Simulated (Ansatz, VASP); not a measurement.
**SiC3: VASP beside Ansatz**

```
Si C
1.0
     2.51659    0.00000    0.00000
    -1.25829    2.17943    0.00000
     0.00000    0.00000    6.56367
Si C
1 3
Direct
  0.33333 0.66667 0.50000
  0.33333 0.66667 0.00000
  0.66667 0.33333 0.13059
  0.66667 0.33333 0.86941
```

Alike in both runs: functional PBE; k mesh 6 × 6 × 2; occupations gaussian, width 0.1 eV; no spin polarisation.

Ansatz relaxed the structure, and its values are those at the end. VASP's run is a single point on that final structure, the one shown.

|  | VASP | Ansatz |
| --- | --- | --- |
| version | VASP 6.6.1 | Ansatz 0.2.0 |
| potentials or method | VASP PAW PBE potentials, release 64 (Si, C), cutoff 520 eV | scalar-relativistic, plane waves, PAW |
| valence electrons in the cell | 16 | 16 |

Ansatz gave:

```
gap on the k mesh at the Fermi level (eV) : none
pressure (GPa)                            : -0.1
rms of the force components (eV/Å)        : 0.003
```

Problem. What did VASP give for the same quantities?

Solution. gap on the k mesh at the Fermi level (eV): none; pressure (GPa): 0.1; rms of the force components (eV/Å): 0.019.

A gap of «none» marks a metal or a gap that the smearing closes.

The k mesh is coarse, so the values compare programs but aren't converged.
